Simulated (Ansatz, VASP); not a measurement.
**Cd4SeS3 in VASP and in Ansatz**

```xyz
8
Lattice="4.2415 0.0000 0.0000 -2.1207 3.6732 0.0000 0.0000 0.0000 13.8270" Properties=species:S:1:pos:R:3 pbc="T T T"
Cd    0.0000    2.4488    0.0660
Cd    0.0000    2.4488    6.8343
Cd    2.1207    1.2244    3.4503
Cd    2.1207    1.2244   10.5145
Se    0.0000    2.4488    9.5200
S     0.0000    2.4488    2.6386
S     2.1207    1.2244    6.0233
S     2.1207    1.2244   13.0807
```

Alike in both runs: functional PBE; k mesh 6 × 6 × 2; occupations gaussian, width 0.02 eV; no spin polarisation.

Ansatz relaxed the structure, and its values are those at the end. VASP's run is a single point on that final structure, the one shown.

|  | VASP | Ansatz |
| --- | --- | --- |
| version | VASP 6.6.1 | Ansatz 0.2.0 |
| potentials or method | VASP PAW PBE potentials, release 64 (Cd, Se, S), cutoff 520 eV | scalar-relativistic, plane waves, PAW |
| valence electrons in the cell | 72 | 114 |

VASP gave:

| Item | Value |
| --- | --- |
| gap on the k mesh at the Fermi level (eV) | 0.74 |
| least direct gap on the mesh (eV) | 0.74 |
| pressure (GPa) | 0.3 |
| rms of the force components (eV/Å) | 0.004 |

Estimate Ansatz's values.

gap on the k mesh at the Fermi level (eV): 0.74; least direct gap on the mesh (eV): 0.74; pressure (GPa): 0.0; rms of the force components (eV/Å): 0.002.

VASP's potentials hold 72 valence electrons a cell and Ansatz's 114, so a difference there can come from the potentials and not from the codes.
